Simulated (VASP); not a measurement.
Set up this calculation in VASP 6.6.1, as the native input.

```
Task                   : single point
Functional             : PBE
Dispersion             : D4
Potentials or basis    : VASP PAW PBE potentials, release 64 (Hf_pv)
Cutoff                 : 520 eV
k mesh                 : 10 × 10 × 10
Occupations            : tetrahedron
Spin                   : non-collinear spin, typed start, spin-orbit coupling
Starting moments       : [[0.289, 0.289, 0.289]] μB
Dipole correction      : no
Further INCAR settings : ALGO = Normal; EDIFF = 1e-06; NBANDS = 21
```

The structure of Hf lies in POSCAR:

```
Hf
1.0
    0.0000000000      2.2200000000      2.2200000000
    2.2200000000      0.0000000000      2.2200000000
    2.2200000000      2.2200000000      0.0000000000
Hf
1
Direct
    0.0000000000      0.0000000000      0.0000000000
```

One way to write it, as run:

INCAR

```
SYSTEM = Hf
ALGO     = Normal         ! electronic algorithm
EDIFF    = 1E-6           ! SCF threshold, eV
ENCUT    = 520            ! plane-wave cutoff, eV
GGA      = PE             ! functional
GGA_COMPAT= .FALSE.      
ISIF     = 2              ! what is computed and relaxed
ISMEAR   = -5             ! smearing method
IVDW     = 13             ! dispersion correction
LASPH    = .TRUE.         ! aspherical terms in the spheres
LCHARG   = .FALSE.        ! write CHGCAR
LMAXMIX  = 4              ! l up to which the mixer works
LORBIT   = 11             ! projections on sites
LORBMOM  = .TRUE.       
LREAL    = .FALSE.        ! projectors in reciprocal space
LSORBIT  = .TRUE.         ! spin-orbit coupling
LWAVE    = .FALSE.        ! write WAVECAR
MAGMOM   = 0.289 0.289 0.289 ! initial moments
NBANDS   = 21             ! bands
NELM     = 150            ! most SCF steps
PREC     = Accurate       ! precision mode
SIGMA    = 0.05           ! smearing width, eV
```

KPOINTS

```
k-points
0
G
  10 10 10
  0 0 0
```

Potentials or basis: VASP PAW PBE potentials, release 64 (Hf_pv).

The run is started by

```console
$ cat potpaw_PBE.64/Hf_pv/POTCAR > POTCAR
$ mpirun -np 1 vasp_ncl > vasp.out
```

It gave:

The pressure is 1.0 GPa. The net moment is 0.00 μB per cell. The valence electrons inside the program's atomic spheres are Hf 8.43. The dispersion energy per atom is -0.214 eV.

It took 3.3 min on 1 thread of Intel Xeon 8259CL, on a shared host, peak memory 0.28 GiB.
